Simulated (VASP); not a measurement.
# CoSn (P6/mmm) in VASP: a series of runs

Aim: see how the results for CoSn move with the level of theory and the settings. Levels: PBEsol, LDA. Tasks: single point.

Everything below comes from runs of VASP 6.6.1. Logs are shortened: lines on timing, memory, paths and dates and some standing lists are left out, and cuts for length are marked.

## (1) The cell of the first run

Symmetry: P6/mmm, No. 191, hexagonal system. Conventional cell: a = 5.246 Å, b = 5.246 Å, c = 4.188 Å, α = 90.00°, β = 90.00°, γ = 120.00°. Within 3.4 Å of Co (site symmetry mmm) lie 6 Sn at 2.58 to 2.62 Å and 4 Co at 2.62 Å. Within 3.4 Å of Sn (site symmetry -6m2) lie 6 Co at 2.58 Å and 3 Sn at 3.03 Å. Within 3.5 Å of Sn (site symmetry 6/mmm) lie 6 Co at 2.62 Å.

## (2) Single point, PBEsol

INCAR reads:

```
ALGO = Fast ; EDIFF = 1E-6
ENCUT = 520 ; GGA = PS
ISIF = 2 ; ISMEAR = 0
LASPH = True ; LCHARG = False
LREAL = False ; LWAVE = False
NBANDS = 44 ; NELM = 60
PREC = Accurate ; SIGMA = 0.05
```

KPOINTS reads:

```
k-points
0
Gamma
  9 9 8
```

POSCAR reads:

```
CoSn
1.0
    5.2460399276      0.0000000000      0.0000000000
   -2.6230199638      4.5432038466      0.0000000000
    0.0000000000      0.0000000000      4.1875903000
Co Sn
3 3
Direct
    0.0000000000      0.5000000000      0.0000000000
    0.5000000000      0.5000000000      0.0000000000
    0.5000000000      0.0000000000      0.0000000000
    0.6666666700      0.3333333300      0.5000000000
    0.3333333300      0.6666666700      0.5000000000
    0.0000000000      0.0000000000      0.0000000000
```

Potentials or basis: VASP PAW PBE potentials, release 64 (Co, Sn_d).

On the command line:

```console
$ cat potpaw_PBE.64/Co/POTCAR potpaw_PBE.64/Sn_d/POTCAR > POTCAR
$ mpirun -np 1 vasp_std > vasp.out
```

OUTCAR:

```text
EDIFF = 1E-6
   ENCUT = 520
   GGA = PS
   ISIF = 2
   ISMEAR = 0
   LASPH = True
   LREAL = False
   NELM = 60
   PREC = Accurate

 ion  position               nearest neighbor table
   1  0.000  0.500  0.000-   4 2.58   5 2.58   4 2.58   5 2.58   2 2.62   2 2.62   6 2.62   6 2.62
                             3 2.62   3 2.62
   2  0.500  0.500  0.000-   4 2.58   5 2.58   4 2.58   5 2.58   1 2.62   1 2.62   6 2.62   3 2.62
                             3 2.62   6 2.62
   3  0.500  0.000  0.000-   4 2.58   5 2.58   4 2.58   5 2.58   6 2.62   6 2.62   1 2.62   2 2.62
                             2 2.62   1 2.62
   4  0.667  0.333  0.500-   1 2.58   1 2.58   3 2.58   3 2.58   2 2.58   2 2.58   5 3.03   5 3.03
                             5 3.03   6 3.68   6 3.68   6 3.68   6 3.68   6 3.68   6 3.68
   5  0.333  0.667  0.500-   1 2.58   1 2.58   3 2.58   3 2.58   2 2.58   2 2.58   4 3.03   4 3.03
                             4 3.03   6 3.68   6 3.68   6 3.68   6 3.68   6 3.68   6 3.68
   6  0.000  0.000  0.000-   3 2.62   3 2.62   1 2.62   1 2.62   2 2.62   2 2.62   5 3.68   4 3.68
                             5 3.68   4 3.68   4 3.68   5 3.68   5 3.68   4 3.68   5 3.68   5 3.68

  LATTYP: Found a hexagonal cell.
 ALAT       =     5.2460399276
 C/A-ratio  =     0.7982383584

  Lattice vectors:

 A1 = (   5.2460399276,   0.0000000000,   0.0000000000)
 A2 = (  -2.6230199638,   4.5432038466,   0.0000000000)
 A3 = (   0.0000000000,   0.0000000000,   4.1875903000)

Analysis of symmetry for initial positions (statically):
=====================================================================
 Subroutine PRICEL returns:
 Original cell was already a primitive cell.

 Routine SETGRP: Setting up the symmetry group for a
 hexagonal supercell.

 Subroutine GETGRP returns: Found 24 space group operations
 (whereof 24 operations were pure point group operations)
 out of a pool of 24 trial point group operations.

The static configuration has the point symmetry D_6h.

Analysis of symmetry for dynamics (positions and initial velocities):
=====================================================================
 Subroutine PRICEL returns:
 Original cell was already a primitive cell.

 Routine SETGRP: Setting up the symmetry group for a
 hexagonal supercell.

 Subroutine GETGRP returns: Found 24 space group operations
 (whereof 24 operations were pure point group operations)
 out of a pool of 24 trial point group operations.

The dynamic configuration has the point symmetry D_6h.

 Subroutine INISYM returns: Found 24 space group operations
 (whereof 24 operations are pure point group operations),
 and found     1 'primitive' translations

----------------------------------------------------------------------------------------

                                     Primitive cell

  volume of cell :      99.8063

  direct lattice vectors                    reciprocal lattice vectors
     5.246039928  0.000000000  0.000000000     0.190619975  0.110054494  0.000000000
    -2.623019964  4.543203847  0.000000000     0.000000000  0.220108988  0.000000000
     0.000000000  0.000000000  4.187590300     0.000000000  0.000000000  0.238800821

  length of vectors
     5.246039928  5.246039928  4.187590300     0.220108988  0.220108988  0.238800821

  position of ions in fractional coordinates (direct lattice)
     0.000000000  0.500000000  0.000000000
     0.500000000  0.500000000  0.000000000
     0.500000000  0.000000000  0.000000000
     0.666666670  0.333333330  0.500000000
     0.333333330  0.666666670  0.500000000
     0.000000000  0.000000000  0.000000000

  ion indices of the primitive-cell ions
   primitive index   ion index
                 1           1
                 2           2
                 3           3
                 4           4
                 5           5
                 6           6

----------------------------------------------------------------------------------------

 KPOINTS: k-points

Automatic generation of k-mesh.
 Grid dimensions read from file:
 generate k-points for:    9    9    8

 Generating k-lattice:

  Cartesian coordinates                     Fractional coordinates (reciprocal lattice)
     0.021179997  0.012228277  0.000000000     0.111111111  0.000000000  0.000000000
     0.000000000  0.024456554  0.000000000     0.000000000  0.111111111  0.000000000
     0.000000000  0.000000000  0.029850103     0.000000000  0.000000000  0.125000000

  Length of vectors
     0.024456554  0.024456554  0.029850103

  Shift w.r.t. Gamma in fractional coordinates (k-lattice)
     0.000000000  0.000000000  0.000000000

 Subroutine IBZKPT returns following result:
 ===========================================

 Found     60 irreducible k-points:

 Following reciprocal coordinates:
            Coordinates               Weight
  0.000000  0.000000  0.000000      1.000000
  0.111111 -0.000000  0.000000      6.000000
  0.222222  0.000000  0.000000      6.000000
  0.333333  0.000000  0.000000      6.000000
  0.444444  0.000000  0.000000      6.000000
  0.111111  0.111111  0.000000      6.000000
[... 16 lines left out ...]
  0.333333  0.222222  0.125000     24.000000
  0.333333  0.333333  0.125000      4.000000
 [... further k-points ...]
   k-points           NKPTS =     60   k-points in BZ     NKDIM =     60   number of bands    NBANDS=     44
   number of dos      NEDOS =    301   number of ions     NIONS =      6
   total plane-waves  NPLWV =  51200
   dimension x,y,z NGX =    40 NGY =   40 NGZ =   32
   dimension x,y,z NGXF=    80 NGYF=   80 NGZF=   64
   ions per type =               3   3
   NGX,Y,Z   is equivalent  to a cutoff of  12.68, 12.68, 12.70 a.u.
   NGXF,Y,Z  is equivalent  to a cutoff of  25.35, 25.35, 25.41 a.u.
 SYSTEM =  unknown system
   PREC   = accura    normal or accurate (medium, high low for compatibility)
   ISTART =      0    job   : 0-new  1-cont  2-samecut
   ICHARG =      2    charge: 1-file 2-atom 10-const
   ISPIN  =      1    spin polarized calculation?
   LNONCOLLINEAR =      F non collinear calculations
   LSORBIT =      F    spin-orbit coupling
   LASPH  =      T    aspherical Exc in radial PAW
   ENCUT  =  520.0 eV  38.22 Ry    6.18 a.u.   9.75  9.75  7.79*2*pi/ulx,y,z
   NELM   =     60;   NELMIN=  2; NELMDL= -5     # of ELM steps
   EDIFF  = 0.1E-05   stopping-criterion for ELM
   LREAL  =      F    real-space projection
   EDIFFG = 0.1E-04   stopping-criterion for IOM
   NSW    =      0    number of steps for IOM
   IBRION =     -1    ionic relax: 0-MD 1-quasi-New 2-CG
   NFREE  =      0    steps in history (QN), initial steepest desc. (CG)
   ISIF   =      2    stress and relaxation
   ISYM   =      2    0-nonsym 1-usesym 2-fastsym
   POTIM  = 0.5000    time-step for ionic-motion
   TEBEG  =    0.0;   TEEND  =   0.0 temperature during run
   PSTRESS=    0.0 pullay stress
   NELECT =      69.0000    total number of electrons
   NUPDOWN=      -1.0000    fix difference up-down
   EMIN   =  10.00;   EMAX   =-10.00  energy-range for DOS
   EFERMI =   0.00;   METHOD = LEGACY
   ISMEAR =     0;   SIGMA  =   0.05  broadening in eV -4-tet -1-fermi 0-gaus
   EFERMI_NEDOS =   21; number of points for ismear=-14 and -15
   IALGO  =     68    algorithm
   IMIX   =      4    mixing-type and parameters
     AMIX     =   0.40;   BMIX     =  1.00
     AMIX_MAG =   1.60;   BMIX_MAG =  1.00
  volume/ion in A,a.u.               =      16.63       112.25
  Fermi-wavevector in a.u.,A,eV,Ry     =   1.447567  2.735504 28.510312  2.095449
  Thomas-Fermi vector in A             =   2.565507
   LORBIT       =      0    0 simple, 1 ext, 2 COOP (PROOUT), +10 PAW based schemes
   GGA     = PS    functional components
   LHFCALC =     F    Hartree Fock is set to
   AEXX    =    0.0000 exact exchange contribution
   IVDW    =     0    specifies the selected vdW correction
   LEPSILON=     F    determine dielectric tensor
   LRPA    =     F    only Hartree local field effects (RPA)
 non-spin polarized calculation
 RMM-DIIS sequential band-by-band and
 Gauss-broadening in eV      SIGMA  =   0.05
  energy-cutoff  :      520.00
  volume of cell :       99.81
 maximum number of plane-waves:      2709
 NGX is ok and might be reduce to    40
   NGX = 19   NGY = 19   NGZ = 15

 number of electron      69.0000006 magnetization

 Free energy of the ion-electron system (eV)
  ---------------------------------------------------
  ext. energy  EPLUGINS =         0.00000000
  ---------------------------------------------------
  free energy    TOTEN  =       -36.96748567 eV

  energy without entropy =      -36.96463939  energy(sigma->0) =      -36.96606253

 E-fermi :   9.9440     XC(G=0): -12.0169

 val. band max:        9.9405099801   @ k =   0.3333   0.3333   0.2500
 cond. band min:       9.9611219694   @ k =   0.3333   0.0000   0.1250
 fundamental gap:      0.0206119893
 Fermi energy:         9.9440007393

 k-point     1 :       0.0000    0.0000    0.0000
  band No.  band energies     occupation
      1     -11.4035      2.00000
      2     -11.2891      2.00000
      3     -11.2891      2.00000
      4     -11.2819      2.00000
      5     -11.2819      2.00000
      6     -11.1923      2.00000
[... 36 lines left out ...]
     43      16.0262      0.00000
     44      16.6446      0.00000

 k-point     2 :       0.1111   -0.0000    0.0000
  band No.  band energies     occupation
      1     -11.4023      2.00000
      2     -11.2929      2.00000
      3     -11.2907      2.00000
      4     -11.2894      2.00000
      5     -11.2883      2.00000
      6     -11.2022      2.00000
[... 36 lines left out ...]
     43      15.6189      0.00000
     44      15.8269      0.00000

 k-point     3 :       0.2222    0.0000    0.0000
  band No.  band energies     occupation
      1     -11.3995      2.00000
      2     -11.3150      2.00000
      3     -11.3046      2.00000
      4     -11.2944      2.00000
      5     -11.2888      2.00000
      6     -11.2110      2.00000
[... 36 lines left out ...]
     43      15.0673      0.00000
     44      15.5690      0.00000

 k-point     4 :       0.3333    0.0000    0.0000
  band No.  band energies     occupation
      1     -11.3966      2.00000
      2     -11.3348      2.00000
      3     -11.3219      2.00000
      4     -11.2985      2.00000
      5     -11.2856      2.00000
      6     -11.2132      2.00000
[... 882 lines left out ...]
     43      15.3297      0.00000
     44      16.4529      0.00000

 k-point    23 :       0.3333    0.2222    0.1250
  band No.  band energies     occupation
      1     -11.3943      2.00000
      2     -11.3719      2.00000
      3     -11.2981      2.00000
      4     -11.2858      2.00000
      5     -11.2835      2.00000
      6     -11.2404      2.00000
[... 36 lines left out ...]
     43      15.7292      0.00000
     44      16.3017      0.00000

 k-point    24 :       0.3333    0.3333    0.1250
  band No.  band energies     occupation
      1     -11.3958      2.00000
      2     -11.3763      2.00000
      3     -11.2886      2.00000
      4     -11.2886      2.00000
      5     -11.2644      2.00000
      6     -11.2644      2.00000
[... 36 lines left out ...]
     43      16.6093      0.00000
     44      16.7653      0.00000

 [... further k-points ...]
[... 5 lines left out ...]
  --------------------------------------------------------------------------------------
  -------------------------------------------------------------------------------------
  Total       -1.3271245     -1.3271245     -1.4174033      0.0000000      0.0000000      0.0000000
  in kB      -21.3041523    -21.3041523    -22.7533861      0.0000000      0.0000000      0.0000000
  external PRESSURE =     -21.7872302 kB  Pullay stress =       0.0000000 kB

 VOLUME and BASIS-vectors are now :
 -----------------------------------------------------------------------------
  energy-cutoff  :      520.00
  volume of cell :       99.81
      direct lattice vectors                 reciprocal lattice vectors
     5.246039928  0.000000000  0.000000000     0.190619975  0.110054494  0.000000000
    -2.623019964  4.543203847  0.000000000     0.000000000  0.220108988  0.000000000
     0.000000000  0.000000000  4.187590300     0.000000000  0.000000000  0.238800821

 POSITION                                       TOTAL-FORCE (eV/Angst)
 -----------------------------------------------------------------------------------
     -1.31151      2.27160      0.00000        -0.000000      0.000000      0.000000
      1.31151      2.27160      0.00000         0.000000      0.000000      0.000000
      2.62302      0.00000      0.00000         0.000000      0.000000      0.000000
      2.62302      1.51440      2.09380         0.000000      0.000000     -0.000000
     -0.00000      3.02880      2.09380        -0.000000      0.000000      0.000000
      0.00000      0.00000      0.00000         0.000000      0.000000      0.000000
 -----------------------------------------------------------------------------------
    total drift:                                0.000000     -0.000000     -0.000000

  FREE ENERGIE OF THE ION-ELECTRON SYSTEM (eV)
  ---------------------------------------------------
  free  energy   TOTEN  =       -36.9674856659 eV

  energy  without entropy=      -36.9646393867  energy(sigma->0) =      -36.96606253
```

Run time: 10 min. Hardware: 1 thread of AMD EPYC 7R13, shared host; peak memory 0.33 GiB.

What came out:

* Free energy: -36.9675 eV
* Pressure: -2.2 GPa

Levels at points of the mesh, in eV from the Fermi level:
```csv
k point,band 32,band 33,band 34,band 35,band 36,band 37
"(0.00, 0.00, 0.00)",-0.39,-0.37,-0.37,0.56,0.69,1.44
"(0.00, 0.00, 0.50)",-0.46,-0.45,-0.45,-0.34,-0.34,-0.14
```

Caveat: the PAW data sets were made with another functional, which shifts forces and pressure a little; spin-orbit coupling is left out, which moves the levels of the heavy elements.

## (3) Single point, LDA

INCAR reads:

```
ALGO = Fast ; EDIFF = 1E-6
ENCUT = 520 ; ISIF = 2
ISMEAR = 0 ; LASPH = True
LCHARG = False ; LREAL = False
LWAVE = False ; NBANDS = 44
NELM = 60 ; PREC = Accurate
SIGMA = 0.05
```

KPOINTS is that of step 2.

POSCAR is that of step 2.

Potentials or basis: VASP PAW LDA potentials, release 64 (Co, Sn_d).

On the command line:

```console
$ cat potpaw_LDA.64/Co/POTCAR potpaw_LDA.64/Sn_d/POTCAR > POTCAR
$ mpirun -np 1 vasp_std > vasp.out
```

It took 10 min on 1 thread of AMD EPYC 7R13, shared host; peak memory 0.29 GiB.

It converged, with:

- Free energy: -39.0559 eV
- Pressure: -6.0 GPa

Stress tensor (GPa, compression positive):
```
-5.85  0.00  0.00
 0.00 -5.85  0.00
 0.00  0.00 -6.37
```

Levels at points of the mesh, in eV from the Fermi level:
| k point | band 31 | band 32 | band 33 | band 34 | band 35 | band 36 | band 37 | band 38 |
| --- | --- | --- | --- | --- | --- | --- | --- | --- |
| (0.00, 0.00, 0.00) | -0.39 | -0.39 | -0.37 | -0.37 | 0.53 | 0.66 | 1.43 | 1.43 |
| (0.00, 0.00, 0.50) | -0.93 | -0.46 | -0.46 | -0.46 | -0.34 | -0.34 | -0.15 | 0.53 |

Caveat: spin-orbit coupling is left out, which moves the levels of the heavy elements.

## (4) Single point, PBEsol

This run uses another cell than the first one, of 17.63 Å³/atom, 1.060 times its volume.

INCAR reads:

```
PREC = Accurate
ENCUT = 520
EDIFF = 1E-7
ISMEAR = 0
SIGMA = 0.05
LREAL = F
LASPH = T
NELM = 80
ALGO = Fast
ISIF = 2
LWAVE = F
LCHARG = F
GGA = PS
NBANDS = 44
```

KPOINTS reads:

```
Automatic mesh
0
Gamma
  9 9 8
```

Changes to POSCAR since step 3:

```diff
@@ -2,5 +2,5 @@
 1.0
-    5.2460399276      0.0000000000      0.0000000000
-   -2.6230199638      4.5432038466      0.0000000000
-    0.0000000000      0.0000000000      4.1875903000
+    5.3489295771      0.0000000000      0.0000000000
+   -2.6744647886      4.6323088969      0.0000000000
+    0.0000000000      0.0000000000      4.2697207649
 Co Sn
```

Potentials or basis: VASP PAW PBE potentials, release 64 (Co, Sn_d).

On the command line:

```console
$ cat potpaw_PBE.64/Co/POTCAR potpaw_PBE.64/Sn_d/POTCAR > POTCAR
$ mpirun -np 1 vasp_std > vasp.out
```

It took 12 min on 1 thread of AMD EPYC 7R13, shared host; peak memory 0.34 GiB.

Results (log left out):

```
Free energy : -36.7548 eV
Pressure    : -8.9 GPa
```

Stress tensor (GPa, compression positive):
```
-8.91  0.00  0.00
 0.00 -8.91  0.00
 0.00  0.00 -9.04
```

Levels at points of the mesh, in eV from the Fermi level:
```csv
k point,band 30,band 31,band 32,band 33,band 34,band 35,band 36,band 37,band 38,band 39
"(0.00, 0.00, 0.00)",-0.37,-0.36,-0.36,-0.34,-0.34,0.50,0.55,1.32,1.32,2.85
"(0.00, 0.00, 0.50)",-0.86,-0.86,-0.42,-0.42,-0.42,-0.32,-0.32,-0.10,0.50,1.10
```

Caveat: the PAW data sets were made with another functional, which shifts forces and pressure a little; spin-orbit coupling is left out, which moves the levels of the heavy elements.

## (5) The runs side by side

| level | potentials or basis | cell | further INCAR settings | gap on the mesh (eV) | pressure (GPa) |
| --- | --- | --- | --- | --- | --- |
| PBEsol | VASP PAW PBE potentials, release 64 (Co, Sn_d) | a = 5.246, b = 5.246, c = 4.188 Å, angles 90.0, 90.0, 120.0°, 6 atoms | ALGO = Fast; EDIFF = 1e-06; NBANDS = 44 | none | -2.2 |
| LDA | VASP PAW LDA potentials, release 64 (Co, Sn_d) | a = 5.246, b = 5.246, c = 4.188 Å, angles 90.0, 90.0, 120.0°, 6 atoms | ALGO = Fast; EDIFF = 1e-06; NBANDS = 44 | none | -6.0 |
| PBEsol | VASP PAW PBE potentials, release 64 (Co, Sn_d) | a = 5.349, b = 5.349, c = 4.270 Å, angles 90.0, 90.0, 120.0°, 6 atoms | ALGO = Fast; EDIFF = 1e-07; NBANDS = 44 | none | -8.9 |

Alike in all rows: task single point; no spin polarisation; k mesh 9 × 9 × 8; cutoff (eV) 520; smearing gaussian 0.05 eV.

Caveats: spin-orbit coupling is left out, which moves the levels of the heavy elements; the PAW data sets were made with another functional, which shifts forces and pressure a little (some runs).

Total energies depend on the potentials used, so only differences within one code and one set of settings carry meaning.
